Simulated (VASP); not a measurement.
Here is a VASP 6.6.1 calculation.

The input INCAR:

```
PREC = Accurate
ENCUT = 520
EDIFF = 1E-6
ISMEAR = -1
SIGMA = 0.02
LREAL = Auto
LASPH = True
NELM = 80
ALGO = Normal
ISIF = 2
LWAVE = False
LCHARG = False
GGA = PE
IVDW = 12
IBRION = 2
NSW = 35
EDIFFG = -0.3
```

Contents of KPOINTS:

```
Automatic mesh
0
Gamma
  1 1 1
```

POSCAR

```
H4C
1.0
    7.2304270000      0.0000000000      0.0000000000
    0.0000000000      7.2304270000      0.0000000000
    0.0000000000      0.0000000000      7.2304270000
C H
6 24
Direct
    0.8431231000      0.4175641000      0.9153480000
    0.8913196000      0.5487286000      0.4069282000
    0.0303142000      0.1196717000      0.5195014000
    0.2748187000      0.6515150000      0.6317433000
    0.6033341000      0.9856607000      0.3259073000
    0.4822601000      0.0921468000      0.8192676000
    0.9371036000      0.5047991000      0.9945303000
    0.8063510000      0.2963200000      0.9969556000
    0.9105966000      0.3737640000      0.7879079000
    0.7184410000      0.4953735000      0.8819982000
    0.7667896000      0.6323704000      0.3924908000
    0.8979222000      0.4486322000      0.2944593000
    0.8879211000      0.4759243000      0.5388376000
    1.0126455000      0.6379873000      0.4019250000
    0.1027095000      0.2039528000      0.6213236000
   -0.0573972000      0.0196447000      0.5903070000
    0.1307925000      0.0467668000      0.4340549000
   -0.0548479000      0.2083226000      0.4323203000
    0.2485932000      0.7560796000      0.5264315000
    0.2706406000      0.5146549000      0.5687833000
    0.1693652000      0.6607029000      0.7390152000
    0.4106758000      0.6746226000      0.6927434000
    0.5073852000      1.0906598000      0.3757179000
    0.6271328000      0.8838268000      0.4344228000
    0.7340333000      1.0507221000      0.2885328000
    0.5447853000      0.9174340000      0.2049558000
    0.3940681000      0.1958930000      0.7546842000
    0.4854327000      0.1146168000      0.9682546000
    0.6219315000      0.1033670000      0.7637866000
    0.4276082000     -0.0452895000      0.7903448000
```

Potentials or basis: VASP PAW PBE potentials, release 64 (C, H).

Launch:

```bash
$ cat potpaw_PBE.64/C/POTCAR potpaw_PBE.64/H/POTCAR > POTCAR
$ mpirun -np 1 vasp_gam > vasp.out
```

(1) Estimate the band gap on the k mesh.

(2) Predict the dispersion energy per atom.

Results:

(1) 7.16 eV.

(2) -0.027 eV.

Caveat: the k points lie up to 0.87 Å⁻¹ apart; the relaxation stopped at its first step, so nothing moved.
